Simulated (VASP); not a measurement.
## Ta3AsAu2O13: single point with PBE

Ta3AsAu2O13:

```xyz
19
Lattice="5.2072 3.0064 4.1149 -5.2072 3.0064 4.1149 0.0000 -6.0127 4.1149" Properties=species:S:1:pos:R:3 pbc="T T T"
Ta   -1.7767    1.0258    4.2567
Ta    0.0000   -2.0516    4.2567
Ta    1.7767    1.0258    4.2567
As    0.0000    0.0000    6.8980
Au    0.0000    0.0000   11.9200
Au    0.0000    0.0000    9.2715
O    -1.3475    0.7780    6.1119
O     0.0000   -1.5560    6.1119
O     1.3475    0.7780    6.1119
O     2.5210   -0.6316    3.5826
O    -0.7135    2.4990    3.5826
O    -1.8075   -1.8674    3.5826
O     1.8075   -1.8674    3.5826
O    -2.5210   -0.6316    3.5826
O     0.7135    2.4990    3.5826
O    -3.3244    1.9194    3.9804
O     0.0000   -3.8387    3.9804
O     3.3244    1.9194    3.9804
O     0.0000    0.0000    3.8071
```

This cell differs from its parent crystal: volume scaled by 0.98.

```yaml
Program: VASP 6.6.1
Task: single point
Functional: PBE
Potentials_or_basis: VASP PAW PBE potentials, release 64 (Ta_pv, As, Au, O)
Cutoff: 520 eV
k_mesh: 3 × 3 × 3
Occupations: fermi-dirac, width 0.05 eV
Spin: no spin polarisation
```

| Property | Result |
| --- | --- |
| Pressure | 2.8 GPa |
| Largest force | 0.758 eV/Å |
| Band gap on the k mesh | 1.15 eV, indirect (least direct gap 1.19 eV) |

Forces on the atoms (eV/Å):
```
Ta   0.155 -0.089  0.016
Ta   0.000  0.179  0.016
Ta  -0.155 -0.089  0.016
As   0.000  0.000  0.758
Au   0.000  0.000  0.089
Au   0.000  0.000  0.040
O   -0.278  0.160  0.150
O    0.000 -0.320  0.150
O    0.278  0.160  0.150
O    0.387  0.009 -0.147
O   -0.202  0.331 -0.147
O   -0.186 -0.340 -0.147
O    0.186 -0.340 -0.147
O   -0.387  0.009 -0.147
O    0.202  0.331 -0.147
O   -0.586  0.338 -0.109
O    0.000 -0.677 -0.109
O    0.586  0.338 -0.109
O    0.000  0.000 -0.178
```

Stress tensor (GPa, compression positive):
```
3.29 0.00 0.00
0.00 3.29 0.00
0.00 0.00 1.95
```

Levels at points of the mesh, in eV from the valence-band top:
```csv
k point,band 67,band 68,band 69,band 70,band 71,band 72
"(0.00, 0.00, 0.00)",-0.13,-0.13,-0.07,1.15,3.01,3.01
```

Wall time 4.5 min on 1 thread of Oxide Virtual Turin-like Processor, on a shared host, peak memory 0.44 GiB.

Caveat: spin-orbit coupling is left out, which moves the levels of the heavy elements. A k mesh can miss the band edges.
